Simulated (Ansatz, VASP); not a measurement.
# Ni in VASP and in Ansatz

Contents of INCAR:

```
  PREC = Accurate
  ENCUT = 520
  EDIFF = 1E-6
  ISMEAR = 0
  SIGMA = 0.1
  LREAL = False
  LASPH = True
  NELM = 150
  ALGO = Normal
  ISIF = 2
  LWAVE = False
  LCHARG = False
  ISPIN = 2
  MAGMOM = 0.73
  LORBIT = 11
  LMAXMIX = 4
  GGA = PS
  NBANDS = 15
```

KPOINTS

```
regular mesh
0
Gamma
  20 20 20
```

The input POSCAR:

```
Ni
1.0
    0.0000000000      1.6593384027      1.6593384027
    1.6593384027      0.0000000000      1.6593384027
    1.6593384027      1.6593384027      0.0000000000
Ni
1
Direct
    0.0000000000      0.0000000000      0.0000000000
```

Input for Ansatz:

```yaml
crystal:
  lattice:
    - [0.0, 1.6593384027, 1.6593384027]
    - [1.6593384027, 0.0, 1.6593384027]
    - [1.6593384027, 1.6593384027, 0.0]
  atoms:
    - { symbol: Ni, position: [0.0, 0.0, 0.0], spin: 0.73 }
basis:
  ecutwfc: 420
kpoints:
  mp_grid: { grid: [20, 20, 20] }
hamiltonian:
  xc: pbesol
scf:
  occupations: { method: gaussian, width: 0.1 }
output:
  forces: true
  stress: true
  eigenvalues: true
  populations: true
magnetization:
  spin_polarized: true
```

Alike in both runs: task single point; functional PBEsol; k mesh 20 × 20 × 20; occupations gaussian, width 0.1 eV; collinear spin.

|  | VASP | Ansatz |
| --- | --- | --- |
| version | VASP 6.6.1 | Ansatz 0.2.0 |
| potentials or method | VASP PAW PBE potentials, release 64 (Ni), cutoff 520 eV | scalar-relativistic, plane waves, PAW |
| valence electrons in the cell | 10 | 18 |

```csv
,VASP,Ansatz,Ansatz less VASP
gap on the k mesh at the Fermi level (eV),none,none,-
net moment per atom (μB),0.60,0.61,+0.008
size of the moment on the site where the two differ most (μB),0.60,0.64,+0.043
```

VASP's potentials were made for PBE, not for PBEsol. Site moments also hang on the region over which each program counts them. A gap of «none» marks a metal or a gap that the smearing closes. VASP's potentials hold 10 valence electrons a cell and Ansatz's 18, so a difference there can come from the potentials and not from the codes.
